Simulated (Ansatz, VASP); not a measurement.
**Sc2GaP3: VASP beside Ansatz**

Contents of INCAR:

```
PREC     = Accurate       # precision mode
ENCUT    = 600            # plane-wave cutoff, eV
EDIFF    = 1E-6           # SCF threshold, eV
ISMEAR   = 0              # smearing method
SIGMA    = 0.1            # smearing width, eV
LREAL    = False          # projectors in reciprocal space
LASPH    = True           # aspherical terms in the spheres
NELM     = 100            # most SCF steps
ALGO     = Normal         # electronic algorithm
ISIF     = 3              # what is computed and relaxed
LWAVE    = False          # write WAVECAR
LCHARG   = False          # write CHGCAR
GGA      = PE             # functional
IBRION   = 2              # ionic algorithm
NSW      = 90             # ionic steps
EDIFFG   = -0.04          # ionic threshold
```

Contents of KPOINTS:

```
Automatic mesh
0
Gamma
  6 6 4
```

The input POSCAR:

```
Sc2GaP3
1.0
    4.1252963810      0.0000000000      0.0000000000
   -2.0626481905      3.5726114641      0.0000000000
    0.0000000000      0.0000000000      7.1835730095
Sc Ga P
2 1 3
Direct
    0.3333333333      0.6666666667      0.2818381202
    0.3333333333      0.6666666667      0.7181618798
    0.6666666667      0.3333333333      0.0000000000
    0.6666666667      0.3333333333      0.5000000000
    0.0000000000      0.0000000000      0.0000000000
    0.0000000000      0.0000000000      0.5000000000
```

Input for Ansatz:

```yaml
crystal:
  lattice:
    - [4.125296381, 0.0, 0.0]
    - [-2.0626481905, 3.5726114641, 0.0]
    - [0.0, 0.0, 7.1835730095]
  atoms:
    - { symbol: Sc, position: [0.3333333333, 0.6666666667, 0.2818381202] }
    - { symbol: Sc, position: [0.3333333333, 0.6666666667, 0.7181618798] }
    - { symbol: Ga, position: [0.6666666667, 0.3333333333, 0.0] }
    - { symbol: P, position: [0.6666666667, 0.3333333333, 0.5] }
    - { symbol: P, position: [0.0, 0.0, 0.0] }
    - { symbol: P, position: [0.0, 0.0, 0.5] }
basis:
  ecutwfc: 420
kpoints:
  mp_grid: { grid: [6, 6, 4] }
hamiltonian:
  xc: pbe
scf:
  occupations: { method: gaussian, width: 0.1 }
  lower_state_search: "off"
output:
  forces: true
  stress: true
  eigenvalues: true
relax:
  adjacent_minimum: "off"
  f_tol: 0.04
  max_steps: 70
  cell: { stress_tol: 0.4 }
```

Change from the starting cell: species swapped into the Gd2CoNi3 type (P-6m2, No. 187).

Alike in both runs: task relaxation of cell and atoms; functional PBE; k mesh 6 × 6 × 4; occupations gaussian, width 0.1 eV; no spin polarisation.

```csv
,VASP,Ansatz
version,VASP 6.6.1,Ansatz 0.2.0
potentials or method,"VASP PAW PBE potentials, release 64 (Sc_sv, Ga_d, P), cutoff 600 eV","scalar-relativistic, plane waves, PAW"
valence electrons in the cell,50,50
```

```csv
,VASP,Ansatz,Ansatz less VASP
"gap on the k mesh at the Fermi level, each at its own relaxed structure (eV)",none,none,-
relaxed volume (Å³/atom),17.63,17.46,-0.170
relaxed length of the cell vector where the two differ most in proportion (Å),7.144,7.110,-0.0340
```

A gap of «none» marks a metal or a gap that the smearing closes.
